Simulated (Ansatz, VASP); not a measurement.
## CuSi16 in VASP and in Ansatz

```
Si Cu
1.0
     0.00000    5.43000    5.43000
     5.43000    0.00000    5.43000
     5.43000    5.43000    0.00000
Si Cu
16 1
Direct
  0.99938 0.99863 0.00048
  0.12395 0.12357 0.12899
  0.99868 0.00111 0.49841
  0.12230 0.12200 0.62234
  0.99944 0.50147 0.00063
  0.12686 0.62424 0.12483
  0.99907 0.50079 0.49915
  0.12262 0.63247 0.62266
  0.50136 0.99879 0.00127
  0.62503 0.12568 0.12510
  0.50050 0.99860 0.49944
  0.62934 0.12344 0.62386
  0.50068 0.49942 0.00082
  0.62508 0.62442 0.12515
  0.50065 0.50140 0.49950
  0.62473 0.62422 0.62700
  0.24596 0.25342 0.74511
```

Alike in both runs: functional PBE; dispersion D3(BJ); k mesh 2 × 2 × 2; occupations fermi-dirac, width 0.05 eV; collinear spin.

Ansatz relaxed the structure, and its values are those at the end. VASP's run is a single point on that final structure, the one shown.

|  | VASP | Ansatz |
| --- | --- | --- |
| version | VASP 6.6.1 | Ansatz 0.2.0 |
| potentials or method | VASP PAW PBE potentials, release 64 (Si, Cu), cutoff 520 eV | scalar-relativistic, plane waves, PAW |
| valence electrons in the cell | 75 | 83 |

```tsv
	VASP	Ansatz	Ansatz less VASP
rms of the force components (eV/Å)	0.011	0.010	-0.0007
net moment per atom (μB)	0.00	0.00	0.000
```

VASP's potentials hold 75 valence electrons a cell and Ansatz's 83, so a difference there can come from the potentials and not from the codes. Ansatz's warnings: seeded moment not kept.

The k mesh is coarse, so the values compare programs but aren't converged.
